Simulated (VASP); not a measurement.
# LaB6 (Pm-3m) in VASP: notebook

Runs on LaB6. Level: PBE. Tasks: relaxation of the atoms.

Program: VASP 6.6.1. These are calculated values, not measurements. Logs are shortened: lines on timing, memory, paths and dates and some standing lists are left out, and cuts for length are marked.

**1. The cell of the first run**

Symmetry: Pm-3m, No. 221, cubic system. Conventional cell: a = 4.099 Å, b = 4.099 Å, c = 4.099 Å, α = 90.00°, β = 90.00°, γ = 90.00°. Within 4.1 Å of La (site symmetry m-3m) lie 24 B at 3.01 Å and 6 La at 4.10 Å. Within 2.2 Å of B (site symmetry 4mm) lie 5 B at 1.64 to 1.74 Å.

**2. Relaxation of the atoms, PBE (9.84 Å³/atom)**

Input file INCAR:

```
ALGO     = Normal         # electronic algorithm
EDIFF    = 1E-6           # SCF threshold, eV
EDIFFG   = -0.01          # ionic threshold
ENCUT    = 520            # plane-wave cutoff, eV
GGA      = PE             # functional
IBRION   = 2              # ionic algorithm
ISIF     = 2              # what is computed and relaxed
ISMEAR   = 0              # smearing method
LASPH    = True           # aspherical terms in the spheres
LCHARG   = False          # write CHGCAR
LREAL    = False          # projectors in reciprocal space
LWAVE    = False          # write WAVECAR
NELM     = 100            # most SCF steps
NSW      = 60             # ionic steps
PREC     = Accurate       # precision mode
SIGMA    = 0.05           # smearing width, eV
```

Input file KPOINTS:

```
k-points
0
Gamma
  8 8 8
```

Input file POSCAR:

```
LaB6
1.0
    4.0988182410      0.0000000000      0.0000000000
    0.0000000000      4.0988182410      0.0000000000
    0.0000000000      0.0000000000      4.0988182410
La B
1 6
Direct
    0.0000000000      0.0000000000      0.0000000000
    0.1995721403      0.5000000000      0.5000000000
    0.8004278597      0.5000000000      0.5000000000
    0.5000000000      0.5000000000      0.1995721403
    0.5000000000      0.5000000000      0.8004278597
    0.5000000000      0.1995721403      0.5000000000
    0.5000000000      0.8004278597      0.5000000000
```

Potentials or basis: VASP PAW PBE potentials, release 64 (La, B).

Command:

```console
> cat potpaw_PBE.64/La/POTCAR potpaw_PBE.64/B/POTCAR > POTCAR
> mpirun -np 1 vasp_std > vasp.out
```

OUTCAR:

```text
EDIFF = 1E-6
   EDIFFG = -0.01
   ENCUT = 520
   GGA = PE
   IBRION = 2
   ISIF = 2
   ISMEAR = 0
   LASPH = True
   LREAL = False
   NELM = 100
   NSW = 60
   PREC = Accurate

 ion  position               nearest neighbor table
   1  0.000  0.000  0.000-
   2  0.200  0.500  0.500-   3 1.64   4 1.74   5 1.74   6 1.74   7 1.74
   3  0.800  0.500  0.500-   2 1.64   4 1.74   5 1.74   6 1.74   7 1.74
   4  0.500  0.500  0.200-   5 1.64   3 1.74   2 1.74   6 1.74   7 1.74
   5  0.500  0.500  0.800-   4 1.64   3 1.74   2 1.74   6 1.74   7 1.74
   6  0.500  0.200  0.500-   7 1.64   3 1.74   4 1.74   5 1.74   2 1.74
   7  0.500  0.800  0.500-   6 1.64   3 1.74   4 1.74   5 1.74   2 1.74

  LATTYP: Found a simple cubic cell.
 ALAT       =     4.0988182410

  Lattice vectors:

 A1 = (   4.0988182410,   0.0000000000,   0.0000000000)
 A2 = (   0.0000000000,   4.0988182410,   0.0000000000)
 A3 = (   0.0000000000,   0.0000000000,   4.0988182410)

Analysis of symmetry for initial positions (statically):
=====================================================================
 Subroutine PRICEL returns:
 Original cell was already a primitive cell.

 Routine SETGRP: Setting up the symmetry group for a
 simple cubic supercell.

 Subroutine GETGRP returns: Found 48 space group operations
 (whereof 48 operations were pure point group operations)
 out of a pool of 48 trial point group operations.

The static configuration has the point symmetry O_h .

Analysis of symmetry for dynamics (positions and initial velocities):
=====================================================================
 Subroutine PRICEL returns:
 Original cell was already a primitive cell.

 Routine SETGRP: Setting up the symmetry group for a
 simple cubic supercell.

 Subroutine GETGRP returns: Found 48 space group operations
 (whereof 48 operations were pure point group operations)
 out of a pool of 48 trial point group operations.

The dynamic configuration has the point symmetry O_h .

 Subroutine INISYM returns: Found 48 space group operations
 (whereof 48 operations are pure point group operations),
 and found     1 'primitive' translations

----------------------------------------------------------------------------------------

                                     Primitive cell

  volume of cell :      68.8614

  direct lattice vectors                    reciprocal lattice vectors
     4.098818241  0.000000000  0.000000000     0.243972760  0.000000000  0.000000000
     0.000000000  4.098818241  0.000000000     0.000000000  0.243972760  0.000000000
     0.000000000  0.000000000  4.098818241     0.000000000  0.000000000  0.243972760

  length of vectors
     4.098818241  4.098818241  4.098818241     0.243972760  0.243972760  0.243972760

  position of ions in fractional coordinates (direct lattice)
     0.000000000  0.000000000  0.000000000
     0.199572140  0.500000000  0.500000000
     0.800427860  0.500000000  0.500000000
     0.500000000  0.500000000  0.199572140
     0.500000000  0.500000000  0.800427860
     0.500000000  0.199572140  0.500000000
     0.500000000  0.800427860  0.500000000

  ion indices of the primitive-cell ions
   primitive index   ion index
                 1           1
                 2           2
                 3           3
                 4           4
                 5           5
                 6           6
                 7           7

----------------------------------------------------------------------------------------

 KPOINTS: k-points

Automatic generation of k-mesh.
 Grid dimensions read from file:
 generate k-points for:    8    8    8

 Generating k-lattice:

  Cartesian coordinates                     Fractional coordinates (reciprocal lattice)
     0.030496595  0.000000000  0.000000000     0.125000000  0.000000000  0.000000000
     0.000000000  0.030496595  0.000000000     0.000000000  0.125000000  0.000000000
     0.000000000  0.000000000  0.030496595     0.000000000  0.000000000  0.125000000

  Length of vectors
     0.030496595  0.030496595  0.030496595

  Shift w.r.t. Gamma in fractional coordinates (k-lattice)
     0.000000000  0.000000000  0.000000000

 Subroutine IBZKPT returns following result:
 ===========================================

 Found     35 irreducible k-points:

 Following reciprocal coordinates:
            Coordinates               Weight
  0.000000  0.000000  0.000000      1.000000
  0.125000  0.000000  0.000000      6.000000
  0.250000  0.000000  0.000000      6.000000
  0.375000  0.000000  0.000000      6.000000
  0.500000  0.000000  0.000000      3.000000
  0.125000  0.125000  0.000000     12.000000
[... 16 lines left out ...]
  0.375000  0.375000  0.125000     24.000000
  0.500000  0.375000  0.125000     24.000000
 [... further k-points ...]
   k-points           NKPTS =     35   k-points in BZ     NKDIM =     35   number of bands    NBANDS=     18
   number of dos      NEDOS =    301   number of ions     NIONS =      7
   total plane-waves  NPLWV =  27000
   dimension x,y,z NGX =    30 NGY =   30 NGZ =   30
   dimension x,y,z NGXF=    60 NGYF=   60 NGZF=   60
   ions per type =               1   6
   NGX,Y,Z   is equivalent  to a cutoff of  12.17, 12.17, 12.17 a.u.
   NGXF,Y,Z  is equivalent  to a cutoff of  24.34, 24.34, 24.34 a.u.
 SYSTEM =  unknown system
   PREC   = accura    normal or accurate (medium, high low for compatibility)
   ISTART =      0    job   : 0-new  1-cont  2-samecut
   ICHARG =      2    charge: 1-file 2-atom 10-const
   ISPIN  =      1    spin polarized calculation?
   LNONCOLLINEAR =      F non collinear calculations
   LSORBIT =      F    spin-orbit coupling
   LASPH  =      T    aspherical Exc in radial PAW
   ENCUT  =  520.0 eV  38.22 Ry    6.18 a.u.   7.62  7.62  7.62*2*pi/ulx,y,z
   NELM   =    100;   NELMIN=  2; NELMDL= -5     # of ELM steps
   EDIFF  = 0.1E-05   stopping-criterion for ELM
   LREAL  =      F    real-space projection
   EDIFFG = -.1E-01   stopping-criterion for IOM
   NSW    =     60    number of steps for IOM
   IBRION =      2    ionic relax: 0-MD 1-quasi-New 2-CG
   NFREE  =      1    steps in history (QN), initial steepest desc. (CG)
   ISIF   =      2    stress and relaxation
   ISYM   =      2    0-nonsym 1-usesym 2-fastsym
   POTIM  = 0.5000    time-step for ionic-motion
   TEBEG  =    0.0;   TEEND  =   0.0 temperature during run
   PSTRESS=    0.0 pullay stress
   NELECT =      29.0000    total number of electrons
   NUPDOWN=      -1.0000    fix difference up-down
   EMIN   =  10.00;   EMAX   =-10.00  energy-range for DOS
   EFERMI =   0.00;   METHOD = LEGACY
   ISMEAR =     0;   SIGMA  =   0.05  broadening in eV -4-tet -1-fermi 0-gaus
   EFERMI_NEDOS =   21; number of points for ismear=-14 and -15
   IALGO  =     38    algorithm
   IMIX   =      4    mixing-type and parameters
     AMIX     =   0.40;   BMIX     =  1.00
     AMIX_MAG =   1.60;   BMIX_MAG =  1.00
  volume/ion in A,a.u.               =       9.84        66.39
  Fermi-wavevector in a.u.,A,eV,Ry     =   1.227106  2.318895 20.487513  1.505790
  Thomas-Fermi vector in A             =   2.362082
   LORBIT       =      0    0 simple, 1 ext, 2 COOP (PROOUT), +10 PAW based schemes
   GGA     = PE    functional components
   LHFCALC =     F    Hartree Fock is set to
   AEXX    =    0.0000 exact exchange contribution
   IVDW    =     0    specifies the selected vdW correction
   LEPSILON=     F    determine dielectric tensor
   LRPA    =     F    only Hartree local field effects (RPA)
 conjugate gradient relaxation of ions
 non-spin polarized calculation
 Gauss-broadening in eV      SIGMA  =   0.05
  energy-cutoff  :      520.00
  volume of cell :       68.86
 maximum number of plane-waves:      1873
   NGX = 15   NGY = 15   NGZ = 15

--------------------------------------- Ionic step        1  -------------------------------------------

 number of electron      29.0000003 magnetization

 Free energy of the ion-electron system (eV)
  ---------------------------------------------------
  ext. energy  EPLUGINS =         0.00000000
  ---------------------------------------------------
  free energy    TOTEN  =       -48.98759029 eV

  energy without entropy =      -48.98658586  energy(sigma->0) =      -48.98708808

------------------------ aborting loop because EDIFF is reached ----------------------------------------

  FORCE on cell =-STRESS in cart. coord.  units (eV):
  Direction    XX          YY          ZZ          XY          YZ          ZX
  --------------------------------------------------------------------------------------
  -------------------------------------------------------------------------------------
  Total        3.2604905      3.2604905      3.2604905      0.0000000     -0.0000000     -0.0000000
  in kB       75.8608213     75.8608213     75.8608213      0.0000000     -0.0000000     -0.0000000
  external PRESSURE =      75.8608213 kB  Pullay stress =       0.0000000 kB
[... 67 lines left out ...]
  energy  without entropy=      -48.9847239020  energy(sigma->0) =      -48.98524059

--------------------------------------- Ionic step        3  -------------------------------------------

 number of electron      29.0000003 magnetization

 Free energy of the ion-electron system (eV)
  ---------------------------------------------------
  ext. energy  EPLUGINS =         0.00000000
  ---------------------------------------------------
  free energy    TOTEN  =       -48.98796397 eV

  energy without entropy =      -48.98695198  energy(sigma->0) =      -48.98745798

 E-fermi :   8.8799     XC(G=0): -11.4374

 val. band max:        8.7508981641   @ k =   0.3750   0.2500   0.1250
 cond. band min:       8.8840978791   @ k =   0.2500   0.2500   0.0000
 fundamental gap:      0.1331997149
 Fermi energy:         8.8799314392

 k-point     1 :       0.0000    0.0000    0.0000
  band No.  band energies     occupation
      1     -23.9856      2.00000
      2      -7.7417      2.00000
      3      -7.7417      2.00000
      4      -7.7417      2.00000
      5      -6.8241      2.00000
      6       0.8718      2.00000
[... 10 lines left out ...]
     17       9.1539      0.00000
     18      10.5432      0.00000
[... 466 lines left out ...]
      2      -8.2914      2.00000
      3      -8.1393      2.00000
      4      -7.6558      2.00000
      5      -6.1707      2.00000
      6      -0.7575      2.00000
[... 10 lines left out ...]
     17      10.9890      0.00000
     18      11.0118      0.00000

 [... further k-points ...]
[... 5 lines left out ...]
  --------------------------------------------------------------------------------------
  -------------------------------------------------------------------------------------
  Total        3.2325952      3.2325952      3.2325952     -0.0000000     -0.0000000      0.0000000
  in kB       75.2117905     75.2117905     75.2117905     -0.0000000     -0.0000000      0.0000000
  external PRESSURE =      75.2117905 kB  Pullay stress =       0.0000000 kB
[... 22 lines left out ...]
  FREE ENERGIE OF THE ION-ELECTRON SYSTEM (eV)
  ---------------------------------------------------
  free  energy   TOTEN  =       -48.9879639709 eV

  energy  without entropy=      -48.9869519793  energy(sigma->0) =      -48.98745798

 reached required accuracy - stopping structural energy minimisation
```

Wall time 98 s (1 thread of Intel Xeon Platinum 8259CL at 2.50GHz (Skylake/Cascade Lake), shared host); peak memory 0.2 GiB.

Results:

- Free energy: -48.9880 eV
- Energy gained by relaxing: 0.1 meV/atom
- Ionic steps: 3
- Pressure after relaxing: 7.5 GPa
- Band gap on the k mesh: zero (an odd number of electrons rules out a gap without spin polarisation)

Step by step:
| step | energy change (eV) | largest force (eV/Å) | pressure (GPa) |
| --- | --- | --- | --- |
| 1 | 0.0000 | 0.0942 | 7.59 |
| 2 | 0.0018 | 0.2298 | 7.38 |
| 3 | -0.0004 | 0.0003 | 7.52 |

Final structure:
```yaml
crystal:
  lattice:
    - [4.09882, 0.00000, 0.00000]
    - [0.00000, 4.09882, 0.00000]
    - [0.00000, 0.00000, 4.09882]
  atoms:
    - { symbol: La, position: [0.00000, 0.00000, 0.00000] }
    - { symbol: B, position: [0.19925, 0.50000, 0.50000] }
    - { symbol: B, position: [0.80075, 0.50000, 0.50000] }
    - { symbol: B, position: [0.50000, 0.50000, 0.19925] }
    - { symbol: B, position: [0.50000, 0.50000, 0.80075] }
    - { symbol: B, position: [0.50000, 0.19925, 0.50000] }
    - { symbol: B, position: [0.50000, 0.80075, 0.50000] }
```

Caveat: spin-orbit coupling is left out, which moves the levels of the heavy elements; an odd number of electrons without spin polarisation forces a metal; a magnetic or distorted state may lie lower.

**3. Relaxation of the atoms, PBE (10.04 Å³/atom)**

This run uses another cell than the first one, of 10.04 Å³/atom.

Input file INCAR:

```
PREC     = Accurate       # precision mode
ENCUT    = 520            # plane-wave cutoff, eV
EDIFF    = 1E-6           # SCF threshold, eV
ISMEAR   = 0              # smearing method
SIGMA    = 0.05           # smearing width, eV
LREAL    = F              # projectors in reciprocal space
LASPH    = T              # aspherical terms in the spheres
NELM     = 80             # most SCF steps
ALGO     = Normal         # electronic algorithm
ISIF     = 2              # what is computed and relaxed
LWAVE    = F              # write WAVECAR
LCHARG   = F              # write CHGCAR
GGA      = PE             # functional
IBRION   = 2              # ionic algorithm
NSW      = 60             # ionic steps
EDIFFG   = -0.01          # ionic threshold
```

Input file KPOINTS:

```
regular mesh
0
Gamma
  8 8 8
```

Input file POSCAR:

```
LaB6
1.0
    4.1270868463      0.0000000000      0.0000000000
    0.0000000000      4.1270868463      0.0000000000
    0.0000000000      0.0000000000      4.1270868463
La B
1 6
Direct
    0.0000000000      0.0000000000      0.0000000000
    0.1998455931      0.5000000000      0.5000000000
    0.8001544069      0.5000000000      0.5000000000
    0.5000000000      0.5000000000      0.1998455931
    0.5000000000      0.5000000000      0.8001544069
    0.5000000000      0.1998455931      0.5000000000
    0.5000000000      0.8001544069      0.5000000000
```

Potentials or basis: VASP PAW PBE potentials, release 64 (La, B).

Command:

```console
> cat potpaw_PBE.64/La/POTCAR potpaw_PBE.64/B/POTCAR > POTCAR
> mpirun -np 1 vasp_std > vasp.out
```

It took 77 s on 1 thread of Intel Xeon Platinum 8259CL at 2.50GHz (Skylake/Cascade Lake), shared host; peak memory 0.21 GiB.

It converged, with:

```
Free energy               : -49.0379 eV
Energy gained by relaxing : 0.1 meV/atom
Ionic steps               : 3
Pressure after relaxing   : 3.5 GPa
Band gap on the k mesh    : zero (an odd number of electrons rules out a gap without spin polarisation)
```

Step by step:
```tsv
step	energy change (eV)	largest force (eV/Å)	pressure (GPa)
1	0.0000	0.0928	3.59
2	0.0015	0.2086	3.38
3	-0.0004	0.0003	3.51
```

Final structure:
```
La B
1.0
     4.12709    0.00000    0.00000
     0.00000    4.12709    0.00000
     0.00000    0.00000    4.12709
La B
1 6
Direct
  0.00000 0.00000 0.00000
  0.19951 0.50000 0.50000
  0.80049 0.50000 0.50000
  0.50000 0.50000 0.19951
  0.50000 0.50000 0.80049
  0.50000 0.19951 0.50000
  0.50000 0.80049 0.50000
```

Levels at points of the mesh, in eV from the Fermi level:
| k point | band 10 | band 11 | band 12 | band 13 | band 14 | band 15 | band 16 | band 17 | band 18 |
| --- | --- | --- | --- | --- | --- | --- | --- | --- | --- |
| (0.00, 0.00, 0.00) | -6.95 | -6.95 | -1.81 | -1.81 | -1.81 | 0.27 | 0.27 | 0.27 | 1.61 |
| (0.50, 0.00, 0.00) | -6.43 | -3.42 | -3.42 | -3.15 | -2.46 | -1.42 | 1.58 | 1.68 | 1.68 |
| (0.50, 0.50, 0.00) | -6.18 | -4.44 | -4.44 | -2.84 | -2.84 | 1.12 | 1.12 | 2.08 | 2.11 |
| (0.50, 0.50, 0.50) | -4.67 | -4.67 | -2.34 | -2.34 | -2.34 | 1.58 | 1.88 | 1.88 | 1.89 |

Caveat: spin-orbit coupling is left out, which moves the levels of the heavy elements; an odd number of electrons without spin polarisation forces a metal; a magnetic or distorted state may lie lower.

The gap in the log of VASP goes by the Fermi energy; the results here count the filled bands.